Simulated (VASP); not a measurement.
I:

```xyz
1
Lattice="0.0000 2.3497 3.8836 2.1775 0.0000 3.8836 2.1775 2.3497 0.0000" Properties=species:S:1:pos:R:3 pbc="T T T"
I     0.0000    0.0000    0.0000
```

Base run:

| Quantity | Value |
| --- | --- |
| Program | VASP 6.6.1 |
| Functional | PBEsol |
| Potentials or basis | VASP PAW PBE potentials, release 64 (I) |
| Cutoff | 520 eV |
| k mesh | 9 × 9 × 9 |
| Occupations | fermi-dirac, width 0.05 eV |
| Spin | no spin polarisation |

Its results: pressure -0.9 GPa.

Q: After a change of settings the same cell gave: pressure -1.9 GPa. Which change was it?
A. functional from PBEsol to LDA; potentials or basis from VASP PAW PBE potentials, release 64 (I) to VASP PAW LDA potentials, release 64 (I)
B. functional from PBEsol to PBE; further incar settings from ALGO = Normal; EDIFF = 1e-07; NBANDS = 10 to ALGO = Normal; EDIFF = 1e-06; NBANDS = 10
C. functional from PBEsol to BLYP; further incar settings from ALGO = Normal; EDIFF = 1e-07; NBANDS = 10 to ALGO = Normal; EDIFF = 1e-06; NBANDS = 10
D. functional from PBEsol to PBE; dispersion from none to D3(BJ)

A: A.

Caveats: an odd number of electrons without spin polarisation forces a metal; a magnetic or distorted state may lie lower; the PAW data sets were made with another functional, which shifts forces and pressure a little (some runs).
